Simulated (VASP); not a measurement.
A run of VASP 6.6.1 is set up as follows.

INCAR

```
ALGO = Normal ; EDIFF = 1E-6
ENCUT = 520 ; GGA = PE
ISIF = 2 ; ISMEAR = 0
LASPH = True ; LCHARG = False
LREAL = False ; LWAVE = False
NBANDS = 12 ; NELM = 60
PREC = Accurate ; SIGMA = 0.011
```

The input KPOINTS:

```
k-points
0
Gamma
  10 10 10
```

Contents of POSCAR:

```
Au
1.0
    2.7484100000      0.0000000000      0.0000000000
    0.0000000000      2.7484100000      0.0000000000
    0.0000000000      0.0000000000      2.7484100000
Au
1
Direct
    0.5000000000      0.5000000000      0.5000000000
```

Potentials or basis: VASP PAW PBE potentials, release 64 (Au).

Launch:

```bash
$ cat potpaw_PBE.64/Au/POTCAR > POTCAR
$ mpirun -np 1 vasp_std > vasp.out
```

Q: Predict the pressure.

A: 0.1 GPa.
